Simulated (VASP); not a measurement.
Here is a VASP 6.6.1 calculation.

File INCAR:

```
PREC = Accurate ; ENCUT = 520
EDIFF = 1E-6 ; ISMEAR = 0
SIGMA = 0.1 ; LREAL = False
LASPH = True ; NELM = 80
ALGO = Normal ; ISIF = 2
LWAVE = False ; LCHARG = True
LDIPOL = True ; IDIPOL = 3
DIPOL = 0.5 0.5 0.294 ; GGA = PE
LELF = True ; LVHAR = True
LVACPOTAV = True ; NBANDS = 104
```

The input KPOINTS:

```
Automatic mesh
0
Gamma
  6 6 1
```

POSCAR

```
HRh6
1.0
    5.4165863251      0.0000000000      0.0000000000
   -2.7082931626      4.6909013593      0.0000000000
    0.0000000000      0.0000000000     22.2966119230
Rh H
12 2
Direct
    0.3333333333      0.1666666667      0.1793994538
    0.3333333333      0.6666666667      0.1793994538
    0.8333333333      0.1666666667      0.1793994538
    0.8333333333      0.6666666667      0.1793994538
    0.1666666667      0.3333333333      0.2757769167
    0.1666666667      0.8333333333      0.2757769167
    0.6666666667      0.3333333333      0.2757769167
    0.6666666667      0.8333333333      0.2757769167
    0.0000000000      0.0000000000      0.3721019118
    0.0000000000      0.5000000000      0.3721019118
    0.5000000000      0.0000000000      0.3721019118
    0.5000000000      0.5000000000      0.3721019118
    0.2010222061      0.4020444122      0.4066363066
    0.2989777939      0.5979555878      0.4066363066
```

Potentials or basis: VASP PAW PBE potentials, release 64 (Rh_pv, H).

The run is started by

```console
$ cat potpaw_PBE.64/Rh_pv/POTCAR potpaw_PBE.64/H/POTCAR > POTCAR
$ mpirun -np 1 vasp_std > vasp.out
```

Q: What does it give for the band gap on the k mesh?

A: Zero (bands 91 and 92 overlap by 0.86 eV).

Q: Estimate the largest force.

A: 3.720 eV/Å.

Forces on the atoms (eV/Å):
```
Rh  -0.097 -0.006 -0.068
Rh   0.000 -0.029 -0.041
Rh   0.097 -0.006 -0.068
Rh   0.000  0.023  0.026
Rh   0.000 -0.118 -0.559
Rh  -0.028  0.085 -0.264
Rh   0.000 -0.094 -0.247
Rh   0.028  0.085 -0.264
Rh   0.000 -0.521  0.001
Rh  -3.233 -0.005 -1.002
Rh   0.000  0.545 -0.095
Rh   3.233 -0.005 -1.002
H    0.000 -3.187  1.742
H    0.000  3.233  1.841
```
